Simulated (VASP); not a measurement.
# Zn (Im-3m) in VASP: a series of runs

Aim: see how the results for Zn move with the level of theory and the settings. Levels: revPBE+D4, BLYP+D3(BJ), BLYP+D4, PBE. Tasks: single point.

All numbers are computed with VASP 6.6.1; they aren't measurements. Logs are shortened: lines on timing, memory, paths and dates and some standing lists are left out, and cuts for length are marked.

**1. The cell of the first run**

Symmetry: Im-3m, No. 229, cubic system. The conventional cell has a = 3.075 Å, b = 3.075 Å, c = 3.075 Å, α = 90.00°, β = 90.00°, γ = 90.00°. Within 3.5 Å of Zn (site symmetry m-3m) lie 14 Zn at 2.66 to 3.08 Å.

**2. Single point, revPBE+D4**

The input, INCAR:

```
SYSTEM = Zn
  PREC = Accurate
  ENCUT = 520
  EDIFF = 1E-7
  ISMEAR = -1
  SIGMA = 0.05
  LREAL = .False.
  LASPH = .True.
  NELM = 80
  ALGO = Normal
  ISIF = 2
  LWAVE = .False.
  LCHARG = .True.
  GGA = RE
  IVDW = 13
  LELF = .True.
  LVHAR = .True.
  NBANDS = 12
```

The input, KPOINTS:

```
regular mesh
0
Gamma
  12 12 12
  0 0 0
```

The input, POSCAR:

```
Zn
1.0
   -1.5377294268      1.5377294268      1.5377294268
    1.5377294268     -1.5377294268      1.5377294268
    1.5377294268      1.5377294268     -1.5377294268
Zn
1
Direct
    0.0000000000      0.0000000000      0.0000000000
```

Potentials or basis: VASP PAW PBE potentials, release 64 (Zn).

Started as:

```
$ cat potpaw_PBE.64/Zn/POTCAR > POTCAR
$ mpirun -np 1 vasp_std > vasp.out
```

OUTCAR:

```text
SYSTEM = Zn
   PREC = Accurate
   ENCUT = 520
   EDIFF = 1E-7
   ISMEAR = -1
   LREAL = .False.
   LASPH = .True.
   NELM = 80
   ISIF = 2
   GGA = RE
   IVDW = 13

 ion  position               nearest neighbor table
   1  0.000  0.000  0.000-

  LATTYP: Found a body centered cubic cell.
 ALAT       =     3.0754588536

  Lattice vectors:

 A1 = (  -1.5377294268,   1.5377294268,   1.5377294268)
 A2 = (   1.5377294268,  -1.5377294268,   1.5377294268)
 A3 = (   1.5377294268,   1.5377294268,  -1.5377294268)

Analysis of symmetry for initial positions (statically):
=====================================================================
 Subroutine PRICEL returns:
 Original cell was already a primitive cell.

 Routine SETGRP: Setting up the symmetry group for a
 body centered cubic supercell.

 Subroutine GETGRP returns: Found 48 space group operations
 (whereof 48 operations were pure point group operations)
 out of a pool of 48 trial point group operations.

The static configuration has the point symmetry O_h .

Analysis of symmetry for dynamics (positions and initial velocities):
=====================================================================
 Subroutine PRICEL returns:
 Original cell was already a primitive cell.

 Routine SETGRP: Setting up the symmetry group for a
 body centered cubic supercell.

 Subroutine GETGRP returns: Found 48 space group operations
 (whereof 48 operations were pure point group operations)
 out of a pool of 48 trial point group operations.

The dynamic configuration has the point symmetry O_h .

 Subroutine INISYM returns: Found 48 space group operations
 (whereof 48 operations are pure point group operations),
 and found     1 'primitive' translations

----------------------------------------------------------------------------------------

                                     Primitive cell

  volume of cell :      14.5445

  direct lattice vectors                    reciprocal lattice vectors
    -1.537729427  1.537729427  1.537729427     0.000000000  0.325154732  0.325154732
     1.537729427 -1.537729427  1.537729427     0.325154732  0.000000000  0.325154732
     1.537729427  1.537729427 -1.537729427     0.325154732  0.325154732  0.000000000

  length of vectors
[... 83 lines left out ...]
   NSW    =      0    number of steps for IOM
   IBRION =     -1    ionic relax: 0-MD 1-quasi-New 2-CG
   NFREE  =      0    steps in history (QN), initial steepest desc. (CG)
   ISIF   =      2    stress and relaxation
   ISYM   =      2    0-nonsym 1-usesym 2-fastsym
   POTIM  = 0.5000    time-step for ionic-motion
   TEBEG  =    0.0;   TEEND  =   0.0 temperature during run
   PSTRESS=    0.0 pullay stress
   NELECT =      12.0000    total number of electrons
   NUPDOWN=      -1.0000    fix difference up-down
   EMIN   =  10.00;   EMAX   =-10.00  energy-range for DOS
   EFERMI =   0.00;   METHOD = LEGACY
   ISMEAR =    -1;   SIGMA  =   0.05  broadening in eV -4-tet -1-fermi 0-gaus
   EFERMI_NEDOS =   21; number of points for ismear=-14 and -15
   IALGO  =     38    algorithm
   IMIX   =      4    mixing-type and parameters
     AMIX     =   0.40;   BMIX     =  1.00
     AMIX_MAG =   1.60;   BMIX_MAG =  1.00
  volume/ion in A,a.u.               =      14.54        98.15
  Fermi-wavevector in a.u.,A,eV,Ry     =   1.535449  2.901577 32.077134  2.357603
  Thomas-Fermi vector in A             =   2.642236
   LORBIT       =      0    0 simple, 1 ext, 2 COOP (PROOUT), +10 PAW based schemes
   GGA     = RE    functional components
   LHFCALC =     F    Hartree Fock is set to
   AEXX    =    0.0000 exact exchange contribution
   IVDW    =    13    specifies the selected vdW correction
   LEPSILON=     F    determine dielectric tensor
   LRPA    =     F    only Hartree local field effects (RPA)
 non-spin polarized calculation
  energy-cutoff  :      520.00
  volume of cell :       14.54
 maximum number of plane-waves:       402
   NGX =  9   NGY =  9   NGZ =  9

 number of electron      12.0000001 magnetization

 Free energy of the ion-electron system (eV)
  ---------------------------------------------------
  ext. energy  EPLUGINS =         0.00000000
  ---------------------------------------------------
  free energy    TOTEN  =        -0.69859817 eV

  energy without entropy =       -0.69490074  energy(sigma->0) =       -0.69674946

 E-fermi :   3.6710     XC(G=0): -11.7030

 val. band max:        3.6682505606   @ k =  -0.4167  -0.4167   0.0833
 cond. band min:       3.6743675366   @ k =   0.4167   0.0833   0.0000
 fundamental gap:      0.0061169760
 Fermi energy:         3.6709775678

 k-point     1 :       0.0000    0.0000    0.0000
  band No.  band energies     occupation
      1      -7.1889      2.00000
      2      -4.2901      2.00000
      3      -4.2901      2.00000
      4      -4.2901      2.00000
      5      -3.7395      2.00000
      6      -3.7395      2.00000
      7      23.7156      0.00000
      8      23.7156      0.00000
      9      23.7156      0.00000
     10      24.8367      0.00000
     11      24.8367      0.00000
     12      24.8367      0.00000
[... 331 lines left out ...]
 k-point    24 :       0.4167    0.0833    0.0833
  band No.  band energies     occupation
      1      -4.8790      2.00000
      2      -4.6239      2.00000
      3      -3.7490      2.00000
      4      -3.6998      2.00000
      5      -3.6413      2.00000
      6       1.4719      2.00000
      7       3.0639      1.99999
      8      12.5947      0.00000
      9      13.1520      0.00000
     10      23.7227      0.00000
     11      24.7745      0.00000
     12      32.6764      0.00000

 [... further k-points ...]

------------------------ aborting loop because EDIFF is reached ----------------------------------------

  DFT-D4 for vdW energy calculation

  Edisp (eV):   -0.58456

  FORCE on cell =-STRESS in cart. coord.  units (eV):
  Direction    XX          YY          ZZ          XY          YZ          ZX
  --------------------------------------------------------------------------------------
  -------------------------------------------------------------------------------------
  Total       0.03272     0.03272     0.03272     0.00000    -0.00000     0.00000
  in kB       3.60460     3.60460     3.60460     0.00000    -0.00000     0.00000
  external pressure =        3.60 kB  Pullay stress =        0.00 kB

 VOLUME and BASIS-vectors are now :
 -----------------------------------------------------------------------------
  energy-cutoff  :      520.00
  volume of cell :       14.54
      direct lattice vectors                 reciprocal lattice vectors
    -1.537729427  1.537729427  1.537729427     0.000000000  0.325154732  0.325154732
     1.537729427 -1.537729427  1.537729427     0.325154732  0.000000000  0.325154732
     1.537729427  1.537729427 -1.537729427     0.325154732  0.325154732  0.000000000

 POSITION                                       TOTAL-FORCE (eV/Angst)
 -----------------------------------------------------------------------------------
      0.00000      0.00000      0.00000         0.000000     -0.000000     -0.000000
 -----------------------------------------------------------------------------------
    total drift:                                0.000000     -0.000000      0.000000

  FREE ENERGIE OF THE ION-ELECTRON SYSTEM (eV)
  ---------------------------------------------------
  free  energy   TOTEN  =        -1.2831564082 eV

  energy  without entropy=       -1.2794589783  energy(sigma->0) =       -1.28130769
```

It took 9.4 s on 1 thread of Intel Xeon Platinum 8259CL at 2.50GHz (Skylake/Cascade Lake), shared host; peak memory 0.13 GiB.

What came out:

```
Free energy                : -1.2832 eV
Pressure                   : 0.4 GPa
Band gap on the k mesh     : zero (band 6 reaches 7.95 eV, above the bottom of band 7 at 2.78 eV)
Dispersion energy per atom : -0.585 eV
```

Caveat: the PAW data sets were made with another functional, which shifts forces and pressure a little; pairwise dispersion overbinds metals, which lowers pressure and volume.

**3. Single point, BLYP+D3(BJ)**

The input, INCAR:

```
SYSTEM = Zn
PREC     = Accurate       ! precision mode
ENCUT    = 520            ! plane-wave cutoff, eV
EDIFF    = 1E-7           ! SCF threshold, eV
ISMEAR   = -1             ! smearing method
SIGMA    = 0.05           ! smearing width, eV
LREAL    = .FALSE.        ! projectors in reciprocal space
LASPH    = .TRUE.         ! aspherical terms in the spheres
NELM     = 60             ! most SCF steps
ALGO     = Normal         ! electronic algorithm
ISIF     = 2              ! what is computed and relaxed
LWAVE    = .FALSE.        ! write WAVECAR
LCHARG   = .FALSE.        ! write CHGCAR
GGA      = B5             ! functional
ALDAX    = 1.0          
AGGAX    = 1.0          
AGGAC    = 1.0          
ALDAC    = 0.0          
IVDW     = 12             ! dispersion correction
VDW_S6   = 1.0          
VDW_S8   = 2.6996       
VDW_A1   = 0.4298       
VDW_A2   = 4.2359       
NBANDS   = 12             ! bands
```

The input, KPOINTS:

```
regular mesh
0
G
  12 12 12
  0 0 0
```

The input, POSCAR:

```
Zn
1.0
   -1.5380587102      1.5380587102      1.5380587102
    1.5380587102     -1.5380587102      1.5380587102
    1.5380587102      1.5380587102     -1.5380587102
Zn
1
Direct
    0.0000000000      0.0000000000      0.0000000000
```

Potentials or basis: VASP PAW PBE potentials, release 64 (Zn).

Started as:

```
$ cat potpaw_PBE.64/Zn/POTCAR > POTCAR
$ mpirun -np 1 vasp_std > vasp.out
```

Wall time 12 s (1 thread of Intel Xeon Platinum 8259CL at 2.50GHz (Skylake/Cascade Lake), shared host); peak memory 0.13 GiB.

Results (log left out):

- Free energy: -1.1452 eV
- Pressure: 0.4 GPa
- Band gap on the k mesh: zero (band 6 reaches 8.26 eV, above the bottom of band 7 at 3.01 eV)
- Dispersion energy per atom: -0.941 eV

Levels at points of the mesh, in eV from the Fermi level:
```csv
k point,band 4,band 5,band 6,band 7,band 8,band 9
"(0.00, 0.00, 0.00)",-8.11,-7.56,-7.56,19.58,19.58,19.58
"(0.50, 0.00, 0.00)",-7.52,-7.19,-2.76,-0.99,11.57,13.16
"(0.50, 0.50, 0.50)",-7.27,-7.27,4.26,4.26,4.26,7.79
```

Caveat: the PAW data sets were made with another functional, which shifts forces and pressure a little; pairwise dispersion overbinds metals, which lowers pressure and volume.

**4. Single point, BLYP+D4**

This run uses another cell than the first one, of 15.41 Å³/atom, 1.059 times its volume.

The input, INCAR:

```
  AGGAC = 1.0
  AGGAX = 1.0
  ALDAC = 0.0
  ALDAX = 1.0
  ALGO = Normal
  EDIFF = 1E-7
  ENCUT = 520
  GGA = B5
  ISIF = 2
  ISMEAR = -1
  IVDW = 13
  LASPH = T
  LCHARG = F
  LREAL = F
  LWAVE = F
  NBANDS = 12
  NELM = 80
  PREC = Accurate
  SIGMA = 0.05
  VDW_A1 = 0.44488865
  VDW_A2 = 4.0933009
  VDW_S6 = 1.0
  VDW_S8 = 2.34076671
```

The input, KPOINTS:

```
k-points
0
Gamma
  12 12 12
```

The input, POSCAR:

```
Zn
1.0
   -1.5676180956      1.5676180956      1.5676180956
    1.5676180956     -1.5676180956      1.5676180956
    1.5676180956      1.5676180956     -1.5676180956
Zn
1
Direct
    0.0000000000      0.0000000000      0.0000000000
```

Potentials or basis: VASP PAW PBE potentials, release 64 (Zn).

Started as:

```
$ cat potpaw_PBE.64/Zn/POTCAR > POTCAR
$ mpirun -np 1 vasp_std > vasp.out
```

OUTCAR:

```text
EDIFF = 1E-7
   ENCUT = 520
   GGA = B5
   ISIF = 2
   ISMEAR = -1
   IVDW = 13
   LASPH = T
   LREAL = F
   NELM = 80
   PREC = Accurate

 ion  position               nearest neighbor table
   1  0.000  0.000  0.000-

  LATTYP: Found a body centered cubic cell.
 ALAT       =     3.1352361912

  Lattice vectors:

 A1 = (  -1.5676180956,   1.5676180956,   1.5676180956)
 A2 = (   1.5676180956,  -1.5676180956,   1.5676180956)
 A3 = (   1.5676180956,   1.5676180956,  -1.5676180956)

Analysis of symmetry for initial positions (statically):
=====================================================================
 Subroutine PRICEL returns:
 Original cell was already a primitive cell.

 Routine SETGRP: Setting up the symmetry group for a
 body centered cubic supercell.

 Subroutine GETGRP returns: Found 48 space group operations
 (whereof 48 operations were pure point group operations)
 out of a pool of 48 trial point group operations.

The static configuration has the point symmetry O_h .

Analysis of symmetry for dynamics (positions and initial velocities):
=====================================================================
 Subroutine PRICEL returns:
 Original cell was already a primitive cell.

 Routine SETGRP: Setting up the symmetry group for a
 body centered cubic supercell.

 Subroutine GETGRP returns: Found 48 space group operations
 (whereof 48 operations were pure point group operations)
 out of a pool of 48 trial point group operations.

The dynamic configuration has the point symmetry O_h .

 Subroutine INISYM returns: Found 48 space group operations
 (whereof 48 operations are pure point group operations),
 and found     1 'primitive' translations

----------------------------------------------------------------------------------------

                                     Primitive cell
[... 113 lines left out ...]
   LORBIT       =      0    0 simple, 1 ext, 2 COOP (PROOUT), +10 PAW based schemes
   GGA     = B5    functional components
   LHFCALC =     F    Hartree Fock is set to
   AEXX    =    0.0000 exact exchange contribution
   IVDW    =    13    specifies the selected vdW correction
   LEPSILON=     F    determine dielectric tensor
   LRPA    =     F    only Hartree local field effects (RPA)
 non-spin polarized calculation
  energy-cutoff  :      520.00
  volume of cell :       15.41
 maximum number of plane-waves:       430
   NGX =  9   NGY =  9   NGZ =  9

 number of electron      12.0000023 magnetization

 Free energy of the ion-electron system (eV)
  ---------------------------------------------------
  ext. energy  EPLUGINS =         0.00000000
  ---------------------------------------------------
  free energy    TOTEN  =        -0.25055314 eV

  energy without entropy =       -0.24756401  energy(sigma->0) =       -0.24905858

 E-fermi :   3.5367     XC(G=0): -10.9506

 val. band max:        3.5131921017   @ k =   0.5000   0.5000   0.2500
 cond. band min:       3.6977377252   @ k =   0.3333   0.1667   0.1667
 fundamental gap:      0.1845456235
 Fermi energy:         3.5367409941

 k-point     1 :       0.0000    0.0000    0.0000
  band No.  band energies     occupation
      1      -6.7417      2.00000
      2      -4.3680      2.00000
      3      -4.3680      2.00000
      4      -4.3680      2.00000
      5      -3.8683      2.00000
      6      -3.8683      2.00000
      7      22.1819      0.00000
      8      22.1819      0.00000
      9      22.1819      0.00000
     10      24.6894      0.00000
     11      24.6894      0.00000
     12      24.6894      0.00000
[... 331 lines left out ...]
 k-point    24 :       0.4167    0.0833    0.0833
  band No.  band energies     occupation
      1      -4.8478      2.00000
      2      -4.6548      2.00000
      3      -3.8798      2.00000
      4      -3.8373      2.00000
      5      -3.7545      2.00000
      6       1.7237      2.00000
      7       2.7520      2.00000
      8      11.9830      0.00000
      9      12.9226      0.00000
     10      23.2104      0.00000
     11      23.8636      0.00000
     12      31.7071      0.00000

 [... further k-points ...]

------------------------ aborting loop because EDIFF is reached ----------------------------------------

  DFT-D4 for vdW energy calculation

  Edisp (eV):   -0.60335

  FORCE on cell =-STRESS in cart. coord.  units (eV):
  Direction    XX          YY          ZZ          XY          YZ          ZX
  --------------------------------------------------------------------------------------
  -------------------------------------------------------------------------------------
  Total       0.02880     0.02880     0.02880     0.00000     0.00000    -0.00000
  in kB       2.99498     2.99498     2.99498     0.00000     0.00000    -0.00000
  external pressure =        2.99 kB  Pullay stress =        0.00 kB

 VOLUME and BASIS-vectors are now :
 -----------------------------------------------------------------------------
  energy-cutoff  :      520.00
  volume of cell :       15.41
      direct lattice vectors                 reciprocal lattice vectors
    -1.567618096  1.567618096  1.567618096     0.000000000  0.318955236  0.318955236
     1.567618096 -1.567618096  1.567618096     0.318955236  0.000000000  0.318955236
     1.567618096  1.567618096 -1.567618096     0.318955236  0.318955236  0.000000000

 POSITION                                       TOTAL-FORCE (eV/Angst)
 -----------------------------------------------------------------------------------
      0.00000      0.00000      0.00000         0.000000      0.000000      0.000000
 -----------------------------------------------------------------------------------
    total drift:                                0.000000     -0.000000      0.000000

  FREE ENERGIE OF THE ION-ELECTRON SYSTEM (eV)
  ---------------------------------------------------
  free  energy   TOTEN  =        -0.8539023697 eV

  energy  without entropy=       -0.8509132350  energy(sigma->0) =       -0.85240780
```

stdout:

```text
POSCAR found type information on POSCAR Zn
 POSCAR found :  1 types and       1 ions
 scaLAPACK will be used
 -----------------------------------------------------------------------------
|                                                                             |
|                                                                             |
|     You enforced a specific xc type in the INCAR file but a different       |
|     I HOPE YOU KNOW WHAT YOU ARE DOING!                                     |
|                                                                             |
 -----------------------------------------------------------------------------

 LDA part: xc-table for (Slater(with rela. corr.)+VWN5), standard interpolation
 POSCAR, INCAR and KPOINTS ok, starting setup
 FFT: planning ... GRIDC
 FFT: planning ... GRID_SOFT
 FFT: planning ... GRID
 WAVECAR not read
 entering main loop
```

It took 13 s on 1 thread of Intel Xeon Platinum 8259CL at 2.50GHz (Skylake/Cascade Lake), shared host; peak memory 0.13 GiB.

What came out:

| Property | Result |
| --- | --- |
| Free energy | -0.8539 eV |
| Pressure | 0.3 GPa |
| Band gap on the k mesh | zero (band 6 reaches 7.72 eV, above the bottom of band 7 at 2.47 eV) |
| Dispersion energy per atom | -0.603 eV |

Caveat: the PAW data sets were made with another functional, which shifts forces and pressure a little; pairwise dispersion overbinds metals, which lowers pressure and volume.

[end of part 1 of 2]
